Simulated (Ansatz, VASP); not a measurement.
## Be3CdSe4 in VASP and in Ansatz

```xyz
8
Lattice="4.6465 0.0000 0.0000 0.0000 3.2917 5.0407 0.0000 -3.2917 5.0407" Properties=species:S:1:pos:R:3 pbc="T T T"
Be    3.4226    0.0000    1.0911
Be    1.2239    0.0000    1.0911
Be    2.3233    0.0000    3.1033
Cd    2.3233    0.0000    6.8727
Se    0.0000    1.5448    2.2735
Se    0.0000   -1.5448    2.2735
Se    2.3233   -1.7491    4.6337
Se    2.3233    1.7491    4.6337
```

Alike in both runs: functional PBE; k mesh 2 × 3 × 3; occupations gaussian, width 0.15 eV; no spin polarisation.

Ansatz relaxed the structure, and its values are those at the end. VASP's run is a single point on that final structure, the one shown.

|  | VASP | Ansatz |
| --- | --- | --- |
| version | VASP 6.6.1 | Ansatz 0.2.0 |
| potentials or method | VASP PAW PBE potentials, release 64 (Be, Cd, Se), cutoff 600 eV | scalar-relativistic, plane waves, PAW |
| valence electrons in the cell | 42 | 90 |

Ansatz gave:

| Property | Result |
| --- | --- |
| gap on the k mesh at the Fermi level (eV) | none |
| pressure (GPa) | 0.3 |
| rms of the force components (eV/Å) | 0.017 |

Which values does VASP return?

gap on the k mesh at the Fermi level (eV): none; pressure (GPa): 0.5; rms of the force components (eV/Å): 0.017.

A gap of «none» marks a metal or a gap that the smearing closes. VASP's potentials hold 42 valence electrons a cell and Ansatz's 90, so a difference there can come from the potentials and not from the codes.

The k mesh is coarse, so the values compare programs but aren't converged.
